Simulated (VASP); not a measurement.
Write the native input for VASP 6.6.1 that does the following.

```
Task                   : single point
Functional             : PBE
Potentials or basis    : VASP PAW PBE potentials, release 64 (Nd_3, Cd, C), 4f in core
Cutoff                 : 600 eV
k mesh                 : 12 × 12 × 12
Occupations            : gaussian, width 0.1 eV
Spin                   : no spin polarisation
Dipole correction      : no
Mended                 : yes
Further INCAR settings : ALGO = Normal; EDIFF = 1e-06; NBANDS = 20
```

The structure of NdCdC lies in POSCAR:

```
NdCdC
1.0
    3.9706850506      0.0000000000      0.0000000000
   -1.9853425253      3.4387141242      0.0000000000
    0.0000000000      0.0000000000      4.1782657876
Nd Cd C
1 1 1
Direct
    0.0000000000      0.0000000000      0.0000000000
    0.6666666667      0.3333333333      0.5000000000
    0.3333333333      0.6666666667      0.5000000000
```

The cell was built from a structure type or drawn by symmetry, and may not be a known phase.

The input as run:

INCAR

```
SYSTEM = NdCdC
PREC = Accurate
ENCUT = 600
EDIFF = 1E-6
ISMEAR = 0
SIGMA = 0.1
LREAL = .FALSE.
LASPH = .TRUE.
NELM = 200
ALGO = Normal
ISIF = 2
LWAVE = .FALSE.
LCHARG = .FALSE.
GGA = PE
NBANDS = 20
GGA_COMPAT = .FALSE.
LMAXMIX = 6
```

KPOINTS

```
regular mesh
0
G
  12 12 12
  0 0 0
```

Potentials or basis: VASP PAW PBE potentials, release 64 (Nd_3, Cd, C), 4f in core.

The run is started by

```sh
$ cat potpaw_PBE.64/Nd_3/POTCAR potpaw_PBE.64/Cd/POTCAR potpaw_PBE.64/C/POTCAR > POTCAR
$ mpirun -np 1 vasp_std > vasp.out
```

It gave:

```yaml
Pressure: 0.7 GPa
Band_gap_on_the_k_mesh: zero (an odd number of electrons rules out a gap without spin polarisation)
```

Caveat: spin-orbit coupling is left out, which moves the levels of the heavy elements; the 4f electrons are frozen in the core, so they carry no moment and show no levels.

Run time: 2.3 min on 1 thread of AMD EPYC 7R13 Processor (Zen 3), on a shared host, peak memory 0.32 GiB.
